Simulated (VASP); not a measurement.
# Ta (Im-3m) in VASP: further runs

Aim: see how the results for Ta move with the level of theory and the settings. Levels: PBEsol, PBE. Tasks: single point.

Program: VASP 6.6.1. These are calculated values, not measurements. Logs are shortened: lines on timing, memory, paths and dates and some standing lists are left out, and cuts for length are marked.

## 1. The cell of the first run

It takes space group Im-3m (No. 229, cubic). The conventional cell has a = 3.233 Å, b = 3.233 Å, c = 3.233 Å, α = 90.00°, β = 90.00°, γ = 90.00°. Within 3.7 Å of Ta (site symmetry m-3m) lie 14 Ta at 2.80 to 3.23 Å.

## 2. Single point, PBEsol

INCAR reads:

```
SYSTEM = Ta
PREC     = Accurate       ! precision mode
ENCUT    = 520            ! plane-wave cutoff, eV
EDIFF    = 1E-6           ! SCF threshold, eV
ISMEAR   = -1             ! smearing method
SIGMA    = 0.05           ! smearing width, eV
LREAL    = .False.        ! projectors in reciprocal space
LASPH    = .True.         ! aspherical terms in the spheres
NELM     = 80             ! most SCF steps
ALGO     = Normal         ! electronic algorithm
ISIF     = 2              ! what is computed and relaxed
LWAVE    = .False.        ! write WAVECAR
LCHARG   = .True.         ! write CHGCAR
GGA      = PS             ! functional
LELF     = .True.         ! ELF
LVHAR    = .True.       
NBANDS   = 12             ! bands
```

KPOINTS reads:

```
Automatic mesh
0
Gamma
  11 11 11
  0 0 0
```

POSCAR reads:

```
Ta
1.0
   -1.6164163965      1.6164163965      1.6164163965
    1.6164163965     -1.6164163965      1.6164163965
    1.6164163965      1.6164163965     -1.6164163965
Ta
1
Direct
    0.0000000000      0.0000000000      0.0000000000
```

Potentials or basis: VASP PAW PBE potentials, release 64 (Ta_pv).

Command:

```
> cat potpaw_PBE.64/Ta_pv/POTCAR > POTCAR
> mpirun -np 1 vasp_std > vasp.out
```

OUTCAR:

```text
SYSTEM = Ta
   PREC = Accurate
   ENCUT = 520
   EDIFF = 1E-6
   ISMEAR = -1
   LREAL = .False.
   LASPH = .True.
   NELM = 80
   ISIF = 2
   GGA = PS

 ion  position               nearest neighbor table
   1  0.000  0.000  0.000-

  LATTYP: Found a body centered cubic cell.
 ALAT       =     3.2328327930

  Lattice vectors:

 A1 = (  -1.6164163965,   1.6164163965,   1.6164163965)
 A2 = (   1.6164163965,  -1.6164163965,   1.6164163965)
 A3 = (   1.6164163965,   1.6164163965,  -1.6164163965)

Analysis of symmetry for initial positions (statically):
=====================================================================
 Subroutine PRICEL returns:
 Original cell was already a primitive cell.

 Routine SETGRP: Setting up the symmetry group for a
 body centered cubic supercell.

 Subroutine GETGRP returns: Found 48 space group operations
 (whereof 48 operations were pure point group operations)
 out of a pool of 48 trial point group operations.

The static configuration has the point symmetry O_h .

Analysis of symmetry for dynamics (positions and initial velocities):
=====================================================================
 Subroutine PRICEL returns:
 Original cell was already a primitive cell.

 Routine SETGRP: Setting up the symmetry group for a
 body centered cubic supercell.

 Subroutine GETGRP returns: Found 48 space group operations
 (whereof 48 operations were pure point group operations)
 out of a pool of 48 trial point group operations.

The dynamic configuration has the point symmetry O_h .

 Subroutine INISYM returns: Found 48 space group operations
 (whereof 48 operations are pure point group operations),
 and found     1 'primitive' translations

----------------------------------------------------------------------------------------

                                     Primitive cell

  volume of cell :      16.8935

  direct lattice vectors                    reciprocal lattice vectors
    -1.616416397  1.616416397  1.616416397     0.000000000  0.309326236  0.309326236
     1.616416397 -1.616416397  1.616416397     0.309326236  0.000000000  0.309326236
     1.616416397  1.616416397 -1.616416397     0.309326236  0.309326236  0.000000000

  length of vectors
     2.799715325  2.799715325  2.799715325     0.437453358  0.437453358  0.437453358

  position of ions in fractional coordinates (direct lattice)
     0.000000000  0.000000000  0.000000000

  ion indices of the primitive-cell ions
   primitive index   ion index
                 1           1

----------------------------------------------------------------------------------------

 KPOINTS: Automatic mesh

Automatic generation of k-mesh.
 Grid dimensions read from file:
 generate k-points for:   11   11   11

 Generating k-lattice:

  Cartesian coordinates                     Fractional coordinates (reciprocal lattice)
     0.000000000  0.028120567  0.028120567     0.090909091  0.000000000  0.000000000
     0.028120567  0.000000000  0.028120567     0.000000000  0.090909091  0.000000000
     0.028120567  0.028120567  0.000000000     0.000000000  0.000000000  0.090909091

  Length of vectors
     0.039768487  0.039768487  0.039768487

  Shift w.r.t. Gamma in fractional coordinates (k-lattice)
     0.000000000  0.000000000  0.000000000

 Subroutine IBZKPT returns following result:
 ===========================================

 Found     56 irreducible k-points:

 Following reciprocal coordinates:
            Coordinates               Weight
  0.000000  0.000000  0.000000      1.000000
  0.090909  0.000000  0.000000     12.000000
  0.181818  0.000000  0.000000     12.000000
  0.272727  0.000000  0.000000     12.000000
  0.363636  0.000000  0.000000     12.000000
  0.454545  0.000000  0.000000     12.000000
[... 16 lines left out ...]
  0.272727  0.181818  0.090909     48.000000
  0.363636  0.181818  0.090909     24.000000
 [... further k-points ...]
   k-points           NKPTS =     56   k-points in BZ     NKDIM =     56   number of bands    NBANDS=     12
   number of dos      NEDOS =    301   number of ions     NIONS =      1
   total plane-waves  NPLWV =  13824
   dimension x,y,z NGX =    24 NGY =   24 NGZ =   24
   dimension x,y,z NGXF=    48 NGYF=   48 NGZF=   48
   ions per type =               1
   NGX,Y,Z   is equivalent  to a cutoff of  14.25, 14.25, 14.25 a.u.
   NGXF,Y,Z  is equivalent  to a cutoff of  28.50, 28.50, 28.50 a.u.
 SYSTEM =  Ta
   PREC   = accura    normal or accurate (medium, high low for compatibility)
   ISTART =      0    job   : 0-new  1-cont  2-samecut
   ICHARG =      2    charge: 1-file 2-atom 10-const
   ISPIN  =      1    spin polarized calculation?
   LNONCOLLINEAR =      F non collinear calculations
   LSORBIT =      F    spin-orbit coupling
   LASPH  =      T    aspherical Exc in radial PAW
   ENCUT  =  520.0 eV  38.22 Ry    6.18 a.u.   5.21  5.21  5.21*2*pi/ulx,y,z
   NELM   =     80;   NELMIN=  2; NELMDL= -5     # of ELM steps
   EDIFF  = 0.1E-05   stopping-criterion for ELM
   LREAL  =      F    real-space projection
   EDIFFG = 0.1E-04   stopping-criterion for IOM
   NSW    =      0    number of steps for IOM
   IBRION =     -1    ionic relax: 0-MD 1-quasi-New 2-CG
   NFREE  =      0    steps in history (QN), initial steepest desc. (CG)
   ISIF   =      2    stress and relaxation
   ISYM   =      2    0-nonsym 1-usesym 2-fastsym
   POTIM  = 0.5000    time-step for ionic-motion
   TEBEG  =    0.0;   TEEND  =   0.0 temperature during run
   PSTRESS=    0.0 pullay stress
   NELECT =      11.0000    total number of electrons
   NUPDOWN=      -1.0000    fix difference up-down
   EMIN   =  10.00;   EMAX   =-10.00  energy-range for DOS
   EFERMI =   0.00;   METHOD = LEGACY
   ISMEAR =    -1;   SIGMA  =   0.05  broadening in eV -4-tet -1-fermi 0-gaus
   EFERMI_NEDOS =   21; number of points for ismear=-14 and -15
   IALGO  =     38    algorithm
   IMIX   =      4    mixing-type and parameters
     AMIX     =   0.40;   BMIX     =  1.00
     AMIX_MAG =   1.60;   BMIX_MAG =  1.00
  volume/ion in A,a.u.               =      16.89       114.00
  Fermi-wavevector in a.u.,A,eV,Ry     =   1.418946  2.681419 27.394069  2.013407
  Thomas-Fermi vector in A             =   2.540018
   LORBIT       =      0    0 simple, 1 ext, 2 COOP (PROOUT), +10 PAW based schemes
   GGA     = PS    functional components
   LHFCALC =     F    Hartree Fock is set to
   AEXX    =    0.0000 exact exchange contribution
   IVDW    =     0    specifies the selected vdW correction
   LEPSILON=     F    determine dielectric tensor
   LRPA    =     F    only Hartree local field effects (RPA)
 non-spin polarized calculation
  energy-cutoff  :      520.00
  volume of cell :       16.89
 maximum number of plane-waves:       470
 NGX is ok and might be reduce to    24
   NGX = 11   NGY = 11   NGZ = 11

 number of electron      10.9999998 magnetization

 Free energy of the ion-electron system (eV)
  ---------------------------------------------------
  ext. energy  EPLUGINS =         0.00000000
  ---------------------------------------------------
  free energy    TOTEN  =       -12.53776783 eV

  energy without entropy =      -12.53157518  energy(sigma->0) =      -12.53467150

 E-fermi :   5.8417     XC(G=0): -13.0606

 val. band max:        5.7848542321   @ k =  -0.4545  -0.4545   0.0909
 cond. band min:       5.9155232708   @ k =  -0.1818   0.2727   0.0909
 fundamental gap:      0.1306690387
 Fermi energy:         5.8417217160

 k-point     1 :       0.0000    0.0000    0.0000
  band No.  band energies     occupation
      1     -26.9220      2.00000
      2     -26.9220      2.00000
      3     -26.9220      2.00000
      4      -2.3221      2.00000
      5       6.5611      0.00000
      6       6.5611      0.00000
      7       6.5611      0.00000
      8      10.0657      0.00000
      9      10.0657      0.00000
     10      20.7248      0.00000
     11      21.1943      0.00000
     12      21.1943      0.00000

 k-point     2 :       0.0909    0.0000    0.0000
  band No.  band energies     occupation
      1     -27.0490      2.00000
      2     -26.9603      2.00000
      3     -26.9229      2.00000
      4      -1.9251      2.00000
      5       6.3045      0.00019
      6       6.4743      0.00001
      7       6.9548      0.00000
      8       9.6793      0.00000
      9      10.0671      0.00000
     10      20.7239      0.00000
     11      21.5473      0.00000
     12      21.8829      0.00000

 k-point     3 :       0.1818    0.0000    0.0000
  band No.  band energies     occupation
      1     -27.3784      2.00000
      2     -27.0619      2.00000
      3     -26.9254      2.00000
      4      -0.8654      2.00000
      5       5.6867      1.91386
      6       6.0687      0.02111
      7       8.1026      0.00000
      8       9.3066      0.00000
      9      10.1263      0.00000
     10      20.7221      0.00000
     11      22.0702      0.00000
     12      23.7830      0.00000
[... 286 lines left out ...]
 k-point    23 :       0.2727    0.1818    0.0909
  band No.  band energies     occupation
      1     -28.1186      2.00000
      2     -27.4889      2.00000
      3     -27.1543      2.00000
      4       2.8525      2.00000
      5       4.1772      2.00000
      6       5.2902      1.99997
      7      10.4739      0.00000
      8      11.0866      0.00000
      9      15.7513      0.00000
     10      17.0855      0.00000
     11      20.5697      0.00000
     12      20.7439      0.00000

 k-point    24 :       0.3636    0.1818    0.0909
  band No.  band energies     occupation
      1     -28.1229      2.00000
      2     -27.5850      2.00000
      3     -27.1645      2.00000
      4       2.8373      2.00000
      5       4.1152      2.00000
      6       6.0191      0.05596
      7      10.5757      0.00000
      8      11.2035      0.00000
      9      15.7306      0.00000
     10      16.7609      0.00000
     11      19.9122      0.00000
     12      20.7385      0.00000

 [... further k-points ...]
[... 5 lines left out ...]
  --------------------------------------------------------------------------------------
  -------------------------------------------------------------------------------------
  Total        1.0851801      1.0851801      1.0851801      0.0000000      0.0000000     -0.0000000
  in kB      102.9183152    102.9183152    102.9183152      0.0000000      0.0000000     -0.0000000
  external PRESSURE =     102.9183152 kB  Pullay stress =       0.0000000 kB

 VOLUME and BASIS-vectors are now :
 -----------------------------------------------------------------------------
  energy-cutoff  :      520.00
  volume of cell :       16.89
      direct lattice vectors                 reciprocal lattice vectors
    -1.616416397  1.616416397  1.616416397     0.000000000  0.309326236  0.309326236
     1.616416397 -1.616416397  1.616416397     0.309326236  0.000000000  0.309326236
     1.616416397  1.616416397 -1.616416397     0.309326236  0.309326236  0.000000000

 POSITION                                       TOTAL-FORCE (eV/Angst)
 -----------------------------------------------------------------------------------
      0.00000      0.00000      0.00000         0.000000      0.000000      0.000000
 -----------------------------------------------------------------------------------
    total drift:                               -0.000000      0.000000      0.000000

  FREE ENERGIE OF THE ION-ELECTRON SYSTEM (eV)
  ---------------------------------------------------
  free  energy   TOTEN  =       -12.5377678299 eV

  energy  without entropy=      -12.5315751787  energy(sigma->0) =      -12.53467150
```

Run time: 27 s. Hardware: 1 thread of AMD EPYC 7R13, shared host; peak memory 0.11 GiB.

Results:

```yaml
Free_energy: -12.5378 eV
Pressure: 10.3 GPa
```

Caveat: the PAW data sets were made with another functional, which shifts forces and pressure a little; spin-orbit coupling is left out, which moves the levels of the heavy elements.

## 3. Single point, PBEsol

This run uses another cell than the first one, of 16.29 Å³/atom, 0.964 times its volume.

INCAR reads:

```
  PREC = Accurate
  ENCUT = 520
  EDIFF = 1E-6
  ISMEAR = -1
  SIGMA = 0.05
  LREAL = F
  LASPH = T
  NELM = 100
  ALGO = Normal
  ISIF = 2
  LWAVE = F
  LCHARG = F
  GGA = PS
  NBANDS = 12
```

KPOINTS reads:

```
regular mesh
0
Gamma
  11 11 11
```

POSCAR reads:

```
Ta
1.0
   -1.5969615112      1.5969615112      1.5969615112
    1.5969615112     -1.5969615112      1.5969615112
    1.5969615112      1.5969615112     -1.5969615112
Ta
1
Direct
    0.0000000000      0.0000000000      0.0000000000
```

Potentials or basis: VASP PAW PBE potentials, release 64 (Ta_pv).

Command:

```
> cat potpaw_PBE.64/Ta_pv/POTCAR > POTCAR
> mpirun -np 1 vasp_std > vasp.out
```

Run time: 25 s. Hardware: 1 thread of AMD EPYC 7R13, shared host; peak memory 0.11 GiB.

The run converged. Its results:

```yaml
Free_energy: -12.4804 eV
Pressure: 20.4 GPa
```

Levels at points of the mesh, in eV from the Fermi level:
```
           k point  band 2  band 3  band 4  band 5  band 6  band 7  band 8  band 9
(0.00, 0.00, 0.00)  -32.61  -32.61   -8.29    0.72    0.72    0.72    4.36    4.36
```

Caveat: the PAW data sets were made with another functional, which shifts forces and pressure a little; spin-orbit coupling is left out, which moves the levels of the heavy elements.

## 4. Single point, PBE

This run uses another cell than the first one, of 18.25 Å³/atom, 1.080 times its volume.

INCAR reads:

```
SYSTEM = Ta
ALGO = Normal
EDIFF = 1E-7
ENCUT = 520
GGA = PE
ISIF = 2
ISMEAR = -1
LASPH = .TRUE.
LCHARG = .TRUE.
LELF = .TRUE.
LREAL = .FALSE.
LVHAR = .TRUE.
LWAVE = .FALSE.
NBANDS = 12
NELM = 100
PREC = Accurate
SIGMA = 0.05
```

KPOINTS reads:

```
k-points
0
G
  11 11 11
  0 0 0
```

POSCAR reads:

```
Ta
1.0
   -1.6584272084      1.6584272084      1.6584272084
    1.6584272084     -1.6584272084      1.6584272084
    1.6584272084      1.6584272084     -1.6584272084
Ta
1
Direct
    0.0000000000      0.0000000000      0.0000000000
```

Command:

```
> cat potpaw_PBE.64/Ta_pv/POTCAR > POTCAR
> mpirun -np 1 vasp_std > vasp.out
```

Run time: 33 s. Hardware: 1 thread of AMD EPYC 7R13, shared host; peak memory 0.11 GiB.

The run converged. Its results:

| Property | Result |
| --- | --- |
| Free energy | -11.8206 eV |
| Pressure | 0.1 GPa |

Levels at points of the mesh, in eV from the Fermi level:
```tsv
k point	band 3	band 4	band 5	band 6	band 7	band 8
(0.00, 0.00, 0.00)	-33.11	-7.86	0.74	0.74	0.74	3.97
```

Caveat: spin-orbit coupling is left out, which moves the levels of the heavy elements.

## 5. Overview

```tsv
level	cell	gap on the mesh (eV)	pressure (GPa)
PBEsol	a = 2.800 Å, angles 109.5°, 1 atom	none	10.3
PBEsol	a = 2.766 Å, angles 109.5°, 1 atom	none	20.4
PBE	a = 2.872 Å, angles 109.5°, 1 atom	none	0.1
```

Alike in all rows: task single point; potentials or basis VASP PAW PBE potentials, release 64 (Ta_pv); no spin polarisation; k mesh 11 × 11 × 11; cutoff (eV) 520; smearing fermi-dirac 0.05 eV.

Caveats: spin-orbit coupling is left out, which moves the levels of the heavy elements; the PAW data sets were made with another functional, which shifts forces and pressure a little (some runs).

Total energies depend on the potentials used, so only differences within one code and one set of settings carry meaning.
